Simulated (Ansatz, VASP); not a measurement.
# One calculation of SnSe, two programs

```
Sn Se
1.0
    11.66446    0.00000    0.00000
     0.00000    4.12625    0.00000
     0.00000    0.00000    4.70091
Sn Se
4 4
Direct
  0.61813 0.75000 0.37296
  0.88187 0.25000 0.87296
  0.38187 0.25000 0.62704
  0.11813 0.75000 0.12704
  0.14567 0.25000 0.52271
  0.64567 0.25000 0.97729
  0.35433 0.75000 0.02271
  0.85433 0.75000 0.47729
```

Alike in both runs: functional PBE; k mesh 3 × 8 × 7; occupations fermi-dirac, width 0.01 eV; no spin polarisation.

Ansatz relaxed the structure, and its values are those at the end. VASP's run is a single point on that final structure, the one shown.

|  | VASP | Ansatz |
| --- | --- | --- |
| version | VASP 6.6.1 | Ansatz 0.2.0 |
| potentials or method | VASP PAW PBE potentials, release 64 (Sn_d, Se) | plane-wave PAW, scalar-relativistic |
| plane-wave cutoff (eV) | 520 | 420 |
| valence electrons in the cell | 80 | 120 |

Ansatz gave:

```
gap on the k mesh at the Fermi level (eV) : 0.69
pressure (GPa)                            : 0.2
rms of the force components (eV/Å)        : 0.004
```

Problem. Which values does VASP return?

Solution. gap on the k mesh at the Fermi level (eV): 0.68; pressure (GPa): 0.3; rms of the force components (eV/Å): 0.008.

VASP's potentials hold 80 valence electrons a cell and Ansatz's 120, so a difference there can come from the potentials and not from the codes. Ansatz's warnings: stress scf threshold loose.
